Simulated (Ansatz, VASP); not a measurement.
CdS: VASP beside Ansatz

```
CELL_PARAMETERS angstrom
4.19685 0.00000 0.00000
-2.09843 3.63458 0.00000
0.00000 0.00000 6.82965
ATOMIC_POSITIONS crystal
Cd 0.33333 0.66667 0.00022
Cd 0.66667 0.33333 0.50022
S 0.33333 0.66667 0.37678
S 0.66667 0.33333 0.87678
```

Alike in both runs: functional PBE; k mesh 9 × 9 × 4; occupations gaussian, width 0.02 eV; no spin polarisation.

Ansatz relaxed the structure, and its values are those at the end. VASP's run is a single point on that final structure, the one shown.

```csv
,VASP,Ansatz
version,VASP 6.6.1,Ansatz 0.2.0
potentials or method,"VASP PAW PBE potentials, release 64 (Cd, S), cutoff 500 eV","scalar-relativistic, plane waves, PAW"
valence electrons in the cell,36,52
```

|  | VASP | Ansatz | Ansatz less VASP |
| --- | --- | --- | --- |
| gap on the k mesh at the Fermi level (eV) | 1.11 | 1.11 | -0.002 |
| least direct gap on the mesh (eV) | 1.11 | 1.11 | -0.002 |
| pressure (GPa) | 0.3 | 0.0 | -0.27 |

VASP's potentials hold 36 valence electrons a cell and Ansatz's 52, so a difference there can come from the potentials and not from the codes.
